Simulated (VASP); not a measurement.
# MgB2 (Fd-3m) in VASP: further runs

MgB2 is run at these levels: PBE; tasks: single point, relaxation of cell and atoms.

Program: VASP 6.6.1. These are calculated values, not measurements. Logs are shortened: lines on timing, memory, paths and dates and some standing lists are left out, and cuts for length are marked.

**1. The cell of the first run**

It takes space group Fd-3m (No. 227, cubic). Conventional cell: a = 5.987 Å, b = 5.987 Å, c = 5.987 Å, α = 90.00°, β = 90.00°, γ = 90.00°. Mg (site symmetry -43m) has 12 B at 2.48 Å and 4 Mg at 2.59 Å within 3.3 Å. Within 2.8 Å of B (site symmetry -3m) lie 6 B at 2.12 Å and 6 Mg at 2.48 Å.

**2. Single point, PBE**

Input file INCAR:

```
SYSTEM = MgB2
PREC = Accurate
ENCUT = 520
EDIFF = 1E-6
ISMEAR = 0
SIGMA = 0.1
LREAL = .False.
LASPH = .True.
NELM = 100
ALGO = Normal
ISIF = 2
LWAVE = .False.
LCHARG = .False.
GGA = PE
NBANDS = 17
```

Input file KPOINTS:

```
regular mesh
0
Gamma
  12 12 12
  0 0 0
```

Input file POSCAR:

```
MgB2
1.0
    0.0000000000      2.9936405558      2.9936405558
    2.9936405558      0.0000000000      2.9936405558
    2.9936405558      2.9936405558      0.0000000000
Mg B
2 4
Direct
    0.5000000000      0.5000000000      0.5000000000
    0.7500000000      0.7500000000      0.7500000000
    0.1250000000      0.6250000000      0.1250000000
    0.1250000000      0.1250000000      0.6250000000
    0.6250000000      0.1250000000      0.1250000000
    0.1250000000      0.1250000000      0.1250000000
```

Potentials or basis: VASP PAW PBE potentials, release 64 (Mg, B).

Command:

```
$ cat potpaw_PBE.64/Mg/POTCAR potpaw_PBE.64/B/POTCAR > POTCAR
$ mpirun -np 1 vasp_std > vasp.out
```

OUTCAR:

```text
SYSTEM = MgB2
   PREC = Accurate
   ENCUT = 520
   EDIFF = 1E-6
   ISMEAR = 0
   LREAL = .False.
   LASPH = .True.
   NELM = 100
   ISIF = 2
   GGA = PE

 ion  position               nearest neighbor table
   1  0.500  0.500  0.500-   4 2.48   4 2.48   6 2.48   3 2.48   5 2.48   6 2.48   3 2.48   5 2.48
                             6 2.48   3 2.48   4 2.48   5 2.48   2 2.59   2 2.59   2 2.59   2 2.59
   2  0.750  0.750  0.750-   4 2.48   4 2.48   5 2.48   3 2.48   5 2.48   6 2.48   3 2.48   5 2.48
                             6 2.48   3 2.48   4 2.48   6 2.48   1 2.59   1 2.59   1 2.59   1 2.59
   3  0.125  0.625  0.125-   6 2.12   4 2.12   4 2.12   5 2.12   6 2.12   5 2.12   2 2.48   1 2.48
                             2 2.48   2 2.48   1 2.48   1 2.48
   4  0.125  0.125  0.625-   6 2.12   3 2.12   5 2.12   6 2.12   3 2.12   5 2.12   1 2.48   2 2.48
                             1 2.48   2 2.48   1 2.48   2 2.48
   5  0.625  0.125  0.125-   6 2.12   4 2.12   3 2.12   3 2.12   4 2.12   6 2.12   2 2.48   1 2.48
                             1 2.48   2 2.48   2 2.48   1 2.48
   6  0.125  0.125  0.125-   3 2.12   4 2.12   5 2.12   4 2.12   3 2.12   5 2.12   1 2.48   2 2.48
                             1 2.48   2 2.48   1 2.48   2 2.48

  LATTYP: Found a face centered cubic cell.
 ALAT       =     5.9872811116

  Lattice vectors:

 A1 = (   0.0000000000,   2.9936405558,   2.9936405558)
 A2 = (   2.9936405558,   0.0000000000,   2.9936405558)
 A3 = (   2.9936405558,   2.9936405558,   0.0000000000)

Analysis of symmetry for initial positions (statically):
=====================================================================
 Subroutine PRICEL returns:
 Original cell was already a primitive cell.

 Routine SETGRP: Setting up the symmetry group for a
 face centered cubic supercell.

 Subroutine GETGRP returns: Found 48 space group operations
 (whereof 24 operations were pure point group operations)
 out of a pool of 48 trial point group operations.

The static configuration has the point symmetry T_d .
 The point group associated with its full space group is O_h .

Analysis of symmetry for dynamics (positions and initial velocities):
=====================================================================
 Subroutine PRICEL returns:
 Original cell was already a primitive cell.

 Routine SETGRP: Setting up the symmetry group for a
 face centered cubic supercell.

 Subroutine GETGRP returns: Found 48 space group operations
 (whereof 24 operations were pure point group operations)
 out of a pool of 48 trial point group operations.

The dynamic configuration has the point symmetry T_d .
 The point group associated with its full space group is O_h .

 Subroutine INISYM returns: Found 48 space group operations
 (whereof 24 operations are pure point group operations),
[... 108 lines left out ...]
   IBRION =     -1    ionic relax: 0-MD 1-quasi-New 2-CG
   NFREE  =      0    steps in history (QN), initial steepest desc. (CG)
   ISIF   =      2    stress and relaxation
   ISYM   =      2    0-nonsym 1-usesym 2-fastsym
   POTIM  = 0.5000    time-step for ionic-motion
   TEBEG  =    0.0;   TEEND  =   0.0 temperature during run
   PSTRESS=    0.0 pullay stress
   NELECT =      16.0000    total number of electrons
   NUPDOWN=      -1.0000    fix difference up-down
   EMIN   =  10.00;   EMAX   =-10.00  energy-range for DOS
   EFERMI =   0.00;   METHOD = LEGACY
   ISMEAR =     0;   SIGMA  =   0.10  broadening in eV -4-tet -1-fermi 0-gaus
   EFERMI_NEDOS =   21; number of points for ismear=-14 and -15
   IALGO  =     38    algorithm
   IMIX   =      4    mixing-type and parameters
     AMIX     =   0.40;   BMIX     =  1.00
     AMIX_MAG =   1.60;   BMIX_MAG =  1.00
  volume/ion in A,a.u.               =       8.94        60.35
  Fermi-wavevector in a.u.,A,eV,Ry     =   1.093718  2.066826 16.275534  1.196218
  Thomas-Fermi vector in A             =   2.230008
   LORBIT       =      0    0 simple, 1 ext, 2 COOP (PROOUT), +10 PAW based schemes
   GGA     = PE    functional components
   LHFCALC =     F    Hartree Fock is set to
   AEXX    =    0.0000 exact exchange contribution
   IVDW    =     0    specifies the selected vdW correction
   LEPSILON=     F    determine dielectric tensor
   LRPA    =     F    only Hartree local field effects (RPA)
 non-spin polarized calculation
 Gauss-broadening in eV      SIGMA  =   0.10
  energy-cutoff  :      520.00
  volume of cell :       53.66
 maximum number of plane-waves:      1464
   NGX = 15   NGY = 15   NGZ = 15

 number of electron      15.9999999 magnetization

 Free energy of the ion-electron system (eV)
  ---------------------------------------------------
  ext. energy  EPLUGINS =         0.00000000
  ---------------------------------------------------
  free energy    TOTEN  =       -25.31756961 eV

  energy without entropy =      -25.30924178  energy(sigma->0) =      -25.31340569

 E-fermi :   6.9794     XC(G=0): -11.4305

 val. band max:        6.9492805879   @ k =  -0.3333   0.1667   0.0000
 cond. band min:       6.9919947675   @ k =  -0.3333   0.2500   0.0000
 fundamental gap:      0.0427141796
 Fermi energy:         6.9793866605

 k-point     1 :       0.0000    0.0000    0.0000
  band No.  band energies     occupation
      1      -7.0735      2.00000
      2       0.1467      2.00000
      3       2.4102      2.00000
      4       2.4102      2.00000
      5       2.4102      2.00000
      6       4.4937      2.00000
[... 457 lines left out ...]
      4       1.4550      2.00000
      5       1.8877      2.00000
      6       4.1204      2.00000
[... 9 lines left out ...]
     16      15.5879      0.00000
     17      16.0220      0.00000

 [... further k-points ...]
[... 5 lines left out ...]
  --------------------------------------------------------------------------------------
  -------------------------------------------------------------------------------------
  Total       -0.0514912     -0.0514912     -0.0514912      0.0000000      0.0000000      0.0000000
  in kB       -1.5374972     -1.5374972     -1.5374972      0.0000000      0.0000000      0.0000000
  external PRESSURE =      -1.5374972 kB  Pullay stress =       0.0000000 kB

 VOLUME and BASIS-vectors are now :
 -----------------------------------------------------------------------------
  energy-cutoff  :      520.00
  volume of cell :       53.66
      direct lattice vectors                 reciprocal lattice vectors
     0.000000000  2.993640556  2.993640556    -0.167020720  0.167020720  0.167020720
     2.993640556  0.000000000  2.993640556     0.167020720 -0.167020720  0.167020720
     2.993640556  2.993640556  0.000000000     0.167020720  0.167020720 -0.167020720

 POSITION                                       TOTAL-FORCE (eV/Angst)
 -----------------------------------------------------------------------------------
      2.99364      2.99364      2.99364         0.000000      0.000000      0.000000
      4.49046      4.49046      4.49046        -0.000000     -0.000000     -0.000000
      2.24523      0.74841      2.24523         0.000000     -0.000000      0.000000
      2.24523      2.24523      0.74841         0.000000      0.000000      0.000000
      0.74841      2.24523      2.24523         0.000000      0.000000      0.000000
      0.74841      0.74841      0.74841         0.000000     -0.000000      0.000000
 -----------------------------------------------------------------------------------
    total drift:                                0.000000      0.000000      0.000000

  FREE ENERGIE OF THE ION-ELECTRON SYSTEM (eV)
  ---------------------------------------------------
  free  energy   TOTEN  =       -25.3175696102 eV

  energy  without entropy=      -25.3092417763  energy(sigma->0) =      -25.31340569
```

Run time: 18 s. Hardware: 1 thread of Intel Xeon 6975P-C (Granite Rapids), shared host; peak memory 0.2 GiB.

Results:

```
Free energy            : -25.3176 eV
Pressure               : -0.2 GPa
Band gap on the k mesh : zero (band 8 reaches 8.89 eV, above the bottom of band 9 at 5.14 eV)
```

**3. Relaxation of cell and atoms, PBE**

This run uses another cell than the first one, of 8.92 Å³/atom, 0.997 times its volume.

Input file INCAR:

```
ALGO     = Normal         # electronic algorithm
EDIFF    = 1E-6           # SCF threshold, eV
EDIFFG   = -0.01          # ionic threshold
ENCUT    = 600            # plane-wave cutoff, eV
GGA      = PE             # functional
IBRION   = 2              # ionic algorithm
ISIF     = 3              # what is computed and relaxed
ISMEAR   = 0              # smearing method
LASPH    = True           # aspherical terms in the spheres
LCHARG   = False          # write CHGCAR
LREAL    = False          # projectors in reciprocal space
LWAVE    = False          # write WAVECAR
NELM     = 100            # most SCF steps
NSW      = 100            # ionic steps
PREC     = Accurate       # precision mode
SIGMA    = 0.1            # smearing width, eV
```

Input file KPOINTS:

```
k-points
0
Gamma
  12 12 12
```

Edit POSCAR of step 2 so:

```diff
@@ -2,5 +2,5 @@
 1.0
-    0.0000000000      2.9936405558      2.9936405558
-    2.9936405558      0.0000000000      2.9936405558
-    2.9936405558      2.9936405558      0.0000000000
+    0.0000000000      2.9910403816      2.9910403816
+    2.9910403816      0.0000000000      2.9910403816
+    2.9910403816      2.9910403816      0.0000000000
 Mg B
```

Potentials or basis: VASP PAW PBE potentials, release 64 (Mg, B).

Command:

```
$ cat potpaw_PBE.64/Mg/POTCAR potpaw_PBE.64/B/POTCAR > POTCAR
$ mpirun -np 1 vasp_std > vasp.out
```

Run time: 28 s. Hardware: 1 thread of Intel Xeon 6975P-C (Granite Rapids), shared host; peak memory 0.24 GiB.

Results (log left out):

| Quantity | Value |
| --- | --- |
| Free energy | -25.3214 eV |
| Relaxed volume | 8.93 Å³/atom |
| Relaxed cell | a = 4.232 Å, b = 4.232 Å, c = 4.232 Å, α = 60.00°, β = 60.00°, γ = 60.00° |
| Space group after relaxing (to 0.05 Å) | Fd-3m (No. 227) |
| Energy gained by relaxing | 0.0 meV/atom |
| Ionic steps | 2 |
| Pressure after relaxing | 0.0 GPa |
| Band gap on the k mesh | zero (band 8 reaches 8.90 eV, above the bottom of band 9 at 5.14 eV) |

Final structure:
```xyz
6
Lattice="0.0000 2.9927 2.9927 2.9927 0.0000 2.9927 2.9927 2.9927 0.0000" Properties=species:S:1:pos:R:3 pbc="T T T"
Mg    2.9927    2.9927    2.9927
Mg    4.4891    4.4891    4.4891
B     2.2446    0.7482    2.2446
B     2.2446    2.2446    0.7482
B     0.7482    2.2446    2.2446
B     0.7482    0.7482    0.7482
```

Levels at points of the mesh, in eV from the Fermi level:
```
           k point  band 4  band 5  band 6  band 7  band 8  band 9  band 10  band 11  band 12
(0.00, 0.00, 0.00)   -4.57   -4.57   -2.48   -2.48   -2.48   -1.85    -1.85     1.56     4.18
(0.50, 0.00, 0.00)   -4.78   -4.78   -4.02   -4.02    1.47    1.47     1.54     3.69     3.83
(0.50, 0.50, 0.00)   -6.80   -5.91   -5.91    1.86    1.86    2.24     2.24     3.47     3.47
```

[end of part 1 of 2]
